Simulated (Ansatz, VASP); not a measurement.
## InSb3: VASP beside Ansatz

INCAR

```
SYSTEM = InSb3
PREC     = Accurate       ! precision mode
ENCUT    = 500            ! plane-wave cutoff, eV
EDIFF    = 1E-6           ! SCF threshold, eV
ISMEAR   = 0              ! smearing method
SIGMA    = 0.1            ! smearing width, eV
LREAL    = .FALSE.        ! projectors in reciprocal space
LASPH    = .TRUE.         ! aspherical terms in the spheres
NELM     = 120            ! most SCF steps
ALGO     = Normal         ! electronic algorithm
ISIF     = 2              ! what is computed and relaxed
LWAVE    = .FALSE.        ! write WAVECAR
LCHARG   = .TRUE.         ! write CHGCAR
GGA      = PE             ! functional
LELF     = .TRUE.         ! ELF
LVHAR    = .TRUE.       
NBANDS   = 22             ! bands
GGA_COMPAT= .FALSE.
```

KPOINTS

```
Automatic mesh
0
G
  2 2 2
  0 0 0
```

POSCAR

```
InSb3
1.0
    4.8063670000      0.0000000000      0.0000000000
    0.0000000000      4.8063670000      0.0000000000
    0.0000000000      0.0000000000      4.8063670000
In Sb
1 3
Direct
    0.0000000000      0.0000000000      0.0000000000
    0.5000000000      0.0000000000      0.5000000000
    0.0000000000      0.5000000000      0.5000000000
    0.5000000000      0.5000000000      0.0000000000
```

Input for Ansatz:

```yaml
crystal:
  lattice:
    - [4.806367, 0.0, 0.0]
    - [0.0, 4.806367, 0.0]
    - [0.0, 0.0, 4.806367]
  atoms:
    - { symbol: In, position: [0.0, 0.0, 0.0] }
    - { symbol: Sb, position: [0.5, 0.0, 0.5] }
    - { symbol: Sb, position: [0.0, 0.5, 0.5] }
    - { symbol: Sb, position: [0.5, 0.5, 0.0] }
basis:
  ecutwfc: 420
  ecutrho_ratio: 4
kpoints:
  mp_grid: { grid: [2, 2, 2] }
hamiltonian:
  xc: pbe
scf:
  occupations: { method: gaussian, width: 0.1 }
  max_iter: 300
output:
  forces: true
  stress: true
  eigenvalues: true
```

Alike in both runs: task single point; functional PBE; k mesh 2 × 2 × 2; occupations gaussian, width 0.1 eV; no spin polarisation.

```csv
,VASP,Ansatz
version,VASP 6.6.1,Ansatz 0.2.0
potentials or method,"VASP PAW PBE potentials, release 64 (In_d, Sb), cutoff 500 eV","scalar-relativistic, plane waves, PAW"
valence electrons in the cell,28,58
```

Ansatz gave:

```
gap on the k mesh at the Fermi level (eV) : none
pressure (GPa)                            : -2.6
```

Q: Estimate VASP's values.

A: gap on the k mesh at the Fermi level (eV): none; pressure (GPa): -2.7.

A gap of «none» marks a metal or a gap that the smearing closes. With one functional, cell and mesh, what is left measures potentials, basis and numerics. VASP's potentials hold 28 valence electrons a cell and Ansatz's 58, so a difference there can come from the potentials and not from the codes.

The k mesh is coarse, so the values compare programs but aren't converged. Neither program's run includes spin-orbit coupling.
